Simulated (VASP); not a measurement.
# NaH: single point with LDA

NaH:

```
Na H
1.0
     0.00000    2.38642    2.38642
     2.38642    0.00000    2.38642
     2.38642    2.38642    0.00000
Na H
1 1
Direct
  0.97000 0.97000 0.03000
  0.53000 0.53000 0.47000
```

This cell differs from its parent crystal: shortest bond scaled by 0.88.

```
Program                : VASP 6.6.1
Task                   : single point
Functional             : LDA
Potentials or basis    : VASP PAW LDA potentials, release 64 (Na_pv, H)
Cutoff                 : 520 eV
k mesh                 : 8 × 8 × 8
Occupations            : fermi-dirac, width 0.03 eV
Spin                   : no spin polarisation
Dipole correction      : no
Further INCAR settings : ALGO = Normal; EDIFF = 1e-06; NBANDS = 11
```

- Pressure: -0.6 GPa
- Largest force: 0.354 eV/Å
- Band gap on the k mesh: 3.44 eV, indirect (least direct gap 4.39 eV)

Forces on the atoms (eV/Å):
```
Na   0.000  0.000  0.354
H    0.000  0.000 -0.354
```

Stress tensor (GPa, compression positive):
```
-1.59  0.00  0.00
 0.00 -1.59  0.00
 0.00  0.00  1.47
```

Levels at points of the mesh, in eV from the valence-band top:
```csv
k point,band 1,band 2,band 3,band 4,band 5,band 6,band 7,band 8
"(0.00, 0.00, 0.00)",-22.11,-22.11,-22.11,-3.90,10.51,15.21,15.21,15.48
"(0.50, 0.00, 0.00)",-22.22,-22.12,-22.12,-0.95,3.44,10.72,13.30,13.54
"(0.50, 0.50, 0.00)",-22.21,-22.15,-22.15,-0.23,4.44,9.79,10.54,10.54
"(0.00, 0.50, 0.50)",-22.21,-22.15,-22.14,-0.20,4.36,9.63,10.11,10.71
```

Wall time 21 s on 1 thread of AMD EPYC 7R13, on a shared host, peak memory 0.11 GiB.

Caveat: the cell differs from its parent crystal (shortest bond scaled by 0.88). A k mesh can miss the band edges.
